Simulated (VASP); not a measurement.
# Zr (P6_3/mmc) in VASP: a series of runs

Zr is run at these levels: PBEsol+U, BLYP; tasks: single point, relaxation of cell and atoms.

Everything below comes from runs of VASP 6.6.1. Logs are shortened: lines on timing, memory, paths and dates and some standing lists are left out, and cuts for length are marked.

### 1 The cell of the first run

Symmetry: P6_3/mmc, No. 194, hexagonal system. The conventional cell has a = 3.232 Å, b = 3.232 Å, c = 5.147 Å, α = 90.00°, β = 90.00°, γ = 120.00°. Within 4.2 Å of Zr (site symmetry -6m2) lie 12 Zr at 3.18 to 3.23 Å.

### 2 Single point, PBEsol+U

Input file INCAR:

```
ALGO = Normal
EDIFF = 1E-6
ENCUT = 520
GGA = PS
ISIF = 2
ISMEAR = -1
LASPH = True
LCHARG = False
LDAU = True
LDAUJ = 0
LDAUL = 2
LDAUPRINT = 1
LDAUTYPE = 2
LDAUU = 8
LMAXMIX = 4
LREAL = False
LWAVE = False
NBANDS = 19
NELM = 150
PREC = Accurate
SIGMA = 0.05
```

Input file KPOINTS:

```
k-points
0
Gamma
  9 9 5
```

Input file POSCAR:

```
Zr
1.0
    3.2320000000      0.0000000000      0.0000000000
   -1.6160000000      2.7989941050      0.0000000000
    0.0000000000      0.0000000000      5.1470000000
Zr
2
Direct
    0.6666666667      0.3333333333      0.7500000000
    0.3333333333      0.6666666667      0.2500000000
```

Potentials or basis: VASP PAW PBE potentials, release 64 (Zr_sv).

Run with:

```bash
$ cat potpaw_PBE.64/Zr_sv/POTCAR > POTCAR
$ mpirun -np 1 vasp_std > vasp.out
```

OUTCAR:

```text
EDIFF = 1E-6
   ENCUT = 520
   GGA = PS
   ISIF = 2
   ISMEAR = -1
   LASPH = True
   LREAL = False
   NELM = 150
   PREC = Accurate

 ion  position               nearest neighbor table
   1  0.667  0.333  0.750-   2 3.18   2 3.18   2 3.18   2 3.18   2 3.18   2 3.18
   2  0.333  0.667  0.250-   1 3.18   1 3.18   1 3.18   1 3.18   1 3.18   1 3.18

  LATTYP: Found a hexagonal cell.
 ALAT       =     3.2320000000
 C/A-ratio  =     1.5925123762

  Lattice vectors:

 A1 = (   3.2320000000,   0.0000000000,   0.0000000000)
 A2 = (  -1.6160000000,   2.7989941050,   0.0000000000)
 A3 = (   0.0000000000,   0.0000000000,   5.1470000000)

Analysis of symmetry for initial positions (statically):
=====================================================================
 Subroutine PRICEL returns:
 Original cell was already a primitive cell.

 Routine SETGRP: Setting up the symmetry group for a
 hexagonal supercell.

 Subroutine GETGRP returns: Found 24 space group operations
 (whereof 12 operations were pure point group operations)
 out of a pool of 24 trial point group operations.

The static configuration has the point symmetry D_3d.
 The point group associated with its full space group is D_6h.

Analysis of symmetry for dynamics (positions and initial velocities):
=====================================================================
 Subroutine PRICEL returns:
 Original cell was already a primitive cell.

 Routine SETGRP: Setting up the symmetry group for a
 hexagonal supercell.

 Subroutine GETGRP returns: Found 24 space group operations
 (whereof 12 operations were pure point group operations)
 out of a pool of 24 trial point group operations.

The dynamic configuration has the point symmetry D_3d.
 The point group associated with its full space group is D_6h.

 Subroutine INISYM returns: Found 24 space group operations
 (whereof 12 operations are pure point group operations),
 and found     1 'primitive' translations

----------------------------------------------------------------------------------------

                                     Primitive cell

  volume of cell :      46.5616

  direct lattice vectors                    reciprocal lattice vectors
     3.232000000  0.000000000  0.000000000     0.309405941  0.178635603  0.000000000
    -1.616000000  2.798994105  0.000000000     0.000000000  0.357271206  0.000000000
     0.000000000  0.000000000  5.147000000     0.000000000  0.000000000  0.194287935

  length of vectors
     3.232000000  3.232000000  5.147000000     0.357271206  0.357271206  0.194287935

  position of ions in fractional coordinates (direct lattice)
     0.666666667  0.333333333  0.750000000
     0.333333333  0.666666667  0.250000000

  ion indices of the primitive-cell ions
   primitive index   ion index
                 1           1
                 2           2

----------------------------------------------------------------------------------------

 KPOINTS: k-points

Automatic generation of k-mesh.
 Grid dimensions read from file:
 generate k-points for:    9    9    5

 Generating k-lattice:

  Cartesian coordinates                     Fractional coordinates (reciprocal lattice)
     0.034378438  0.019848400  0.000000000     0.111111111  0.000000000  0.000000000
     0.000000000  0.039696801  0.000000000     0.000000000  0.111111111  0.000000000
     0.000000000  0.000000000  0.038857587     0.000000000  0.000000000  0.200000000

  Length of vectors
     0.039696801  0.039696801  0.038857587

  Shift w.r.t. Gamma in fractional coordinates (k-lattice)
     0.000000000  0.000000000  0.000000000

 Subroutine IBZKPT returns following result:
 ===========================================

 Found     36 irreducible k-points:

 Following reciprocal coordinates:
            Coordinates               Weight
  0.000000  0.000000  0.000000      1.000000
  0.111111  0.000000  0.000000      6.000000
  0.222222  0.000000  0.000000      6.000000
  0.333333  0.000000  0.000000      6.000000
  0.444444  0.000000  0.000000      6.000000
  0.111111  0.111111  0.000000      6.000000
[... 16 lines left out ...]
  0.333333  0.222222  0.200000     24.000000
  0.333333  0.333333  0.200000      4.000000
 [... further k-points ...]
   k-points           NKPTS =     36   k-points in BZ     NKDIM =     36   number of bands    NBANDS=     19
   number of dos      NEDOS =    301   number of ions     NIONS =      2
   total plane-waves  NPLWV =  23040
   dimension x,y,z NGX =    24 NGY =   24 NGZ =   40
   dimension x,y,z NGXF=    48 NGYF=   48 NGZF=   80
   ions per type =               2
   NGX,Y,Z   is equivalent  to a cutoff of  12.34, 12.34, 12.92 a.u.
   NGXF,Y,Z  is equivalent  to a cutoff of  24.69, 24.69, 25.84 a.u.
 SYSTEM =  unknown system
   PREC   = accura    normal or accurate (medium, high low for compatibility)
   ISTART =      0    job   : 0-new  1-cont  2-samecut
   ICHARG =      2    charge: 1-file 2-atom 10-const
   ISPIN  =      1    spin polarized calculation?
   LNONCOLLINEAR =      F non collinear calculations
   LSORBIT =      F    spin-orbit coupling
   LASPH  =      T    aspherical Exc in radial PAW
   ENCUT  =  520.0 eV  38.22 Ry    6.18 a.u.   6.01  6.01  9.57*2*pi/ulx,y,z
   NELM   =    150;   NELMIN=  2; NELMDL= -5     # of ELM steps
   EDIFF  = 0.1E-05   stopping-criterion for ELM
   LREAL  =      F    real-space projection
   EDIFFG = 0.1E-04   stopping-criterion for IOM
   NSW    =      0    number of steps for IOM
   IBRION =     -1    ionic relax: 0-MD 1-quasi-New 2-CG
   NFREE  =      0    steps in history (QN), initial steepest desc. (CG)
   ISIF   =      2    stress and relaxation
   ISYM   =      2    0-nonsym 1-usesym 2-fastsym
   POTIM  = 0.5000    time-step for ionic-motion
   TEBEG  =    0.0;   TEEND  =   0.0 temperature during run
   PSTRESS=    0.0 pullay stress
   NELECT =      24.0000    total number of electrons
   NUPDOWN=      -1.0000    fix difference up-down
   EMIN   =  10.00;   EMAX   =-10.00  energy-range for DOS
   EFERMI =   0.00;   METHOD = LEGACY
   ISMEAR =    -1;   SIGMA  =   0.05  broadening in eV -4-tet -1-fermi 0-gaus
   EFERMI_NEDOS =   21; number of points for ismear=-14 and -15
   IALGO  =     38    algorithm
   IMIX   =      4    mixing-type and parameters
     AMIX     =   0.40;   BMIX     =  1.00
     AMIX_MAG =   1.60;   BMIX_MAG =  1.00
  volume/ion in A,a.u.               =      23.28       157.11
  Fermi-wavevector in a.u.,A,eV,Ry     =   1.312611  2.480475 23.442130  1.722948
  Thomas-Fermi vector in A             =   2.442991
   LORBIT       =      0    0 simple, 1 ext, 2 COOP (PROOUT), +10 PAW based schemes
 LDA+U is selected, type is set to LDAUTYPE =  2
   angular momentum for each species LDAUL =     2
   U (eV)           for each species LDAUU =   8.0
   J (eV)           for each species LDAUJ =   0.0
   GGA     = PS    functional components
   LHFCALC =     F    Hartree Fock is set to
   AEXX    =    0.0000 exact exchange contribution
   IVDW    =     0    specifies the selected vdW correction
   LEPSILON=     F    determine dielectric tensor
   LRPA    =     F    only Hartree local field effects (RPA)
 non-spin polarized calculation
  energy-cutoff  :      520.00
  volume of cell :       46.56
 maximum number of plane-waves:      1284
   NGX = 13   NGY = 13   NGZ = 19

atom =   1  type =  1  l = 2

 onsite density matrix

spin component  1

  0.1362 -0.0000  0.0000 -0.0000 -0.0000
 -0.0000  0.0996  0.0000  0.0000  0.0000
  0.0000  0.0000  0.1472 -0.0000 -0.0000
 -0.0000  0.0000 -0.0000  0.0996 -0.0000
 -0.0000  0.0000 -0.0000 -0.0000  0.1362

spin component  2

  0.1362 -0.0000  0.0000 -0.0000 -0.0000
 -0.0000  0.0996  0.0000  0.0000  0.0000
  0.0000  0.0000  0.1472 -0.0000 -0.0000
 -0.0000  0.0000 -0.0000  0.0996 -0.0000
 -0.0000  0.0000 -0.0000 -0.0000  0.1362

 occupancies and eigenvectors

  o =  0.0996  v =  0.0000  1.0000 -0.0000 -0.0000  0.0000  0.0000  0.0000  0.0000  0.0000  0.0000      0.0000  0.0000  0.0000  0.0000  0.0000  0.0000  0.0000  0.0000  0.0000  0.0000
  o =  0.0996  v =  0.0000  0.0000  0.0000  0.0000  0.0000  0.0000  1.0000 -0.0000 -0.0000  0.0000      0.0000  0.0000  0.0000  0.0000  0.0000  0.0000  0.0000  0.0000  0.0000  0.0000
  o =  0.0996  v =  0.0000  0.0000 -0.0000  1.0000 -0.0000  0.0000  0.0000  0.0000  0.0000  0.0000      0.0000  0.0000  0.0000  0.0000  0.0000  0.0000  0.0000  0.0000  0.0000  0.0000
  o =  0.0996  v =  0.0000  0.0000  0.0000  0.0000  0.0000  0.0000  0.0000 -0.0000  1.0000 -0.0000      0.0000  0.0000  0.0000  0.0000  0.0000  0.0000  0.0000  0.0000  0.0000  0.0000
  o =  0.1362  v =  0.0000 -0.0000  0.0000  0.0000  1.0000  0.0000  0.0000  0.0000  0.0000  0.0000      0.0000  0.0000  0.0000  0.0000  0.0000  0.0000  0.0000  0.0000  0.0000  0.0000
  o =  0.1362  v =  0.0000  0.0000  0.0000  0.0000  0.0000  0.0000 -0.0000  0.0000  0.0000  1.0000      0.0000  0.0000  0.0000  0.0000  0.0000  0.0000  0.0000  0.0000  0.0000  0.0000
  o =  0.1362  v =  0.0000  0.0000  0.0000  0.0000  0.0000  1.0000  0.0000  0.0000  0.0000  0.0000      0.0000  0.0000  0.0000  0.0000  0.0000  0.0000  0.0000  0.0000  0.0000  0.0000
  o =  0.1362  v =  1.0000  0.0000  0.0000  0.0000  0.0000  0.0000  0.0000  0.0000  0.0000  0.0000      0.0000  0.0000  0.0000  0.0000  0.0000  0.0000  0.0000  0.0000  0.0000  0.0000
  o =  0.1472  v =  0.0000  0.0000  1.0000  0.0000 -0.0000  0.0000  0.0000  0.0000  0.0000  0.0000      0.0000  0.0000  0.0000  0.0000  0.0000  0.0000  0.0000  0.0000  0.0000  0.0000
  o =  0.1472  v =  0.0000  0.0000  0.0000  0.0000  0.0000  0.0000  0.0000  1.0000  0.0000 -0.0000      0.0000  0.0000  0.0000  0.0000  0.0000  0.0000  0.0000  0.0000  0.0000  0.0000

atom =   2  type =  1  l = 2

 onsite density matrix

spin component  1

  0.1362 -0.0000 -0.0000  0.0000 -0.0000
 -0.0000  0.0996  0.0000  0.0000 -0.0000
 -0.0000  0.0000  0.1472  0.0000 -0.0000
  0.0000  0.0000  0.0000  0.0996  0.0000
 -0.0000 -0.0000 -0.0000  0.0000  0.1362

spin component  2

  0.1362 -0.0000 -0.0000  0.0000 -0.0000
 -0.0000  0.0996  0.0000  0.0000 -0.0000
 -0.0000  0.0000  0.1472  0.0000 -0.0000
  0.0000  0.0000  0.0000  0.0996  0.0000
 -0.0000 -0.0000 -0.0000  0.0000  0.1362

 occupancies and eigenvectors

  o =  0.0996  v =  0.0000  1.0000  0.0000 -0.0000  0.0000  0.0000  0.0000  0.0000  0.0000  0.0000      0.0000  0.0000  0.0000  0.0000  0.0000  0.0000  0.0000  0.0000  0.0000  0.0000
  o =  0.0996  v =  0.0000  0.0000  0.0000  0.0000  0.0000  0.0000  1.0000  0.0000 -0.0000  0.0000      0.0000  0.0000  0.0000  0.0000  0.0000  0.0000  0.0000  0.0000  0.0000  0.0000
  o =  0.0996  v =  0.0000 -0.0000 -0.0000 -1.0000  0.0000  0.0000  0.0000  0.0000  0.0000  0.0000      0.0000  0.0000  0.0000  0.0000  0.0000  0.0000  0.0000  0.0000  0.0000  0.0000
  o =  0.0996  v =  0.0000  0.0000  0.0000  0.0000  0.0000  0.0000 -0.0000 -0.0000 -1.0000  0.0000      0.0000  0.0000  0.0000  0.0000  0.0000  0.0000  0.0000  0.0000  0.0000  0.0000
  o =  0.1362  v =  0.0000  0.0000 -0.0000 -0.0000 -1.0000  0.0000  0.0000  0.0000  0.0000  0.0000      0.0000  0.0000  0.0000  0.0000  0.0000  0.0000  0.0000  0.0000  0.0000  0.0000
  o =  0.1362  v =  0.0000  0.0000  0.0000  0.0000  0.0000  0.0000  0.0000 -0.0000 -0.0000 -1.0000      0.0000  0.0000  0.0000  0.0000  0.0000  0.0000  0.0000  0.0000  0.0000  0.0000
  o =  0.1362  v =  0.0000  0.0000  0.0000  0.0000  0.0000  1.0000  0.0000  0.0000  0.0000  0.0000      0.0000  0.0000  0.0000  0.0000  0.0000  0.0000  0.0000  0.0000  0.0000  0.0000
  o =  0.1362  v =  1.0000  0.0000  0.0000  0.0000  0.0000  0.0000  0.0000  0.0000  0.0000  0.0000      0.0000  0.0000  0.0000  0.0000  0.0000  0.0000  0.0000  0.0000  0.0000  0.0000
  o =  0.1472  v =  0.0000 -0.0000  1.0000 -0.0000 -0.0000  0.0000  0.0000  0.0000  0.0000  0.0000      0.0000  0.0000  0.0000  0.0000  0.0000  0.0000  0.0000  0.0000  0.0000  0.0000
  o =  0.1472  v =  0.0000  0.0000  0.0000  0.0000  0.0000  0.0000 -0.0000  1.0000 -0.0000 -0.0000      0.0000  0.0000  0.0000  0.0000  0.0000  0.0000  0.0000  0.0000  0.0000  0.0000

 number of electron      24.0000000 magnetization

 Free energy of the ion-electron system (eV)
  ---------------------------------------------------
  ext. energy  EPLUGINS =         0.00000000
  ---------------------------------------------------
  free energy    TOTEN  =        -8.29100647 eV

  energy without entropy =       -8.28096659  energy(sigma->0) =       -8.28598653

 E-fermi :  10.0881     XC(G=0): -11.2869

 val. band max:       10.0775982368   @ k =   0.1111   0.1111   0.2000
 cond. band min:      10.1508661732   @ k =   0.1111   0.1111   0.4000
 fundamental gap:      0.0732679363
 Fermi energy:        10.0881391387

 k-point     1 :       0.0000    0.0000    0.0000
  band No.  band energies     occupation
      1     -40.6412      2.00000
      2     -40.4922      2.00000
      3     -19.0969      2.00000
      4     -18.2426      2.00000
      5     -18.2426      2.00000
      6     -18.1310      2.00000
[... 11 lines left out ...]
     18      13.1217      0.00000
     19      15.5119      0.00000
[... 489 lines left out ...]
      3     -18.7491      2.00000
      4     -18.7487      2.00000
      5     -18.7487      2.00000
      6     -18.5004      2.00000
[... 11 lines left out ...]
     18      15.2433      0.00000
     19      16.1687      0.00000

 [... further k-points ...]
[... 5 lines left out ...]
  --------------------------------------------------------------------------------------
  -------------------------------------------------------------------------------------
  Total        5.7243744      5.7243744      5.4637738      0.0000000      0.0000000      0.0000000
  in kB      196.9750012    196.9750012    188.0077658      0.0000000      0.0000000      0.0000000
  external PRESSURE =     193.9859228 kB  Pullay stress =       0.0000000 kB

 VOLUME and BASIS-vectors are now :
 -----------------------------------------------------------------------------
  energy-cutoff  :      520.00
  volume of cell :       46.56
      direct lattice vectors                 reciprocal lattice vectors
     3.232000000  0.000000000  0.000000000     0.309405941  0.178635603  0.000000000
    -1.616000000  2.798994105  0.000000000     0.000000000  0.357271206  0.000000000
     0.000000000  0.000000000  5.147000000     0.000000000  0.000000000  0.194287935

 POSITION                                       TOTAL-FORCE (eV/Angst)
 -----------------------------------------------------------------------------------
      1.61600      0.93300      3.86025         0.000000      0.000000      0.000000
     -0.00000      1.86600      1.28675        -0.000000      0.000000      0.000000
 -----------------------------------------------------------------------------------
    total drift:                               -0.000000      0.000000     -0.000000

  FREE ENERGIE OF THE ION-ELECTRON SYSTEM (eV)
  ---------------------------------------------------
  free  energy   TOTEN  =        -8.2910064713 eV

  energy  without entropy=       -8.2809665888  energy(sigma->0) =       -8.28598653
```

It took 8.6 s on 1 thread of Intel Xeon 6975P-C (Granite Rapids), shared host; peak memory 0.16 GiB.

What came out:

| Quantity | Value |
| --- | --- |
| Free energy | -8.2910 eV |
| Pressure | 19.4 GPa |
| Band gap on the k mesh | zero (band 12 reaches 11.48 eV, above the bottom of band 13 at 9.75 eV) |

Stress tensor (GPa, compression positive):
```
19.70  0.00  0.00
 0.00 19.70  0.00
 0.00  0.00 18.80
```

Levels at points of the mesh, in eV from the Fermi level:
```csv
k point,band 10,band 11,band 12,band 13,band 14,band 15
"(0.00, 0.00, 0.00)",-3.38,-0.09,1.39,1.39,1.52,2.17
```

Eigenvalues of the final occupation matrices:
| site | spin | trace | eigenvalues |
| --- | --- | --- | --- |
| site 1 d | 1 | 0.62 | 0.10 0.10 0.14 0.14 0.15 |
| site 1 d | 2 | 0.62 | 0.10 0.10 0.14 0.14 0.15 |
| site 2 d | 1 | 0.62 | 0.10 0.10 0.14 0.14 0.15 |
| site 2 d | 2 | 0.62 | 0.10 0.10 0.14 0.14 0.15 |

Caveat: the PAW data sets were made with another functional, which shifts forces and pressure a little; U without spin polarisation on a metal has little footing; the U is typed as a test and isn't derived for this compound.

### 3 Relaxation of cell and atoms, BLYP

Input file INCAR:

```
SYSTEM = Zr
  PREC = Accurate
  ENCUT = 600
  EDIFF = 1E-6
  ISMEAR = -1
  SIGMA = 0.05
  LREAL = .False.
  LASPH = .True.
  NELM = 80
  ALGO = Normal
  ISIF = 3
  LWAVE = .False.
  LCHARG = .False.
  GGA = B5
  ALDAX = 1.0
  AGGAX = 1.0
  AGGAC = 1.0
  ALDAC = 0.0
  IBRION = 2
  NSW = 80
  EDIFFG = -0.02
```

Input file KPOINTS:

```
Automatic mesh
0
Gamma
  9 9 5
  0 0 0
```

POSCAR is that of step 2.

Potentials or basis: VASP PAW PBE potentials, release 64 (Zr_sv).

Run with:

```bash
$ cat potpaw_PBE.64/Zr_sv/POTCAR > POTCAR
$ mpirun -np 1 vasp_std > vasp.out
```

It took 82 s on 1 thread of Intel Xeon 6975P-C (Granite Rapids), shared host; peak memory 0.19 GiB.

It converged, with:

| Quantity | Value |
| --- | --- |
| Free energy | -14.6684 eV |
| Relaxed volume | 24.19 Å³/atom |
| Relaxed cell | a = 3.264 Å, b = 3.264 Å, c = 5.243 Å, α = 90.00°, β = 90.00°, γ = 120.00° |
| Space group after relaxing (to 0.05 Å) | P6_3/mmc (No. 194) |
| Energy gained by relaxing | 10.8 meV/atom |
| Ionic steps | 6 |
| Pressure after relaxing | 0.0 GPa |
| Band gap on the k mesh | zero (band 12 reaches 9.88 eV, above the bottom of band 13 at 8.82 eV) |

The path:
```tsv
step	energy change (eV)	largest force (eV/Å)	pressure (GPa)	volume (Å³)
1	0.0000	0.0000	3.72	46.56
2	-0.0021	0.0000	-3.22	50.30
3	-0.0214	0.0000	-0.06	48.44
4	-0.0214	0.0000	0.01	48.40
5	-0.0216	0.0000	0.02	48.39
6	-0.0217	0.0000	0.03	48.38
```

Final structure:
```
Zr
1.0
     3.26414    0.00000    0.00000
    -1.63207    2.82683    0.00000
     0.00000    0.00000    5.24273
Zr
2
Cartesian
  1.6321 0.9423 3.9320
  0.0000 1.8846 1.3107
```

Levels at points of the mesh, in eV from the Fermi level:
```
           k point  band 10  band 11  band 12  band 13  band 14  band 15
(0.00, 0.00, 0.00)    -2.91     0.80     0.80     0.85     1.17     1.42
```

Caveat: the PAW data sets were made with another functional, which shifts forces and pressure a little.
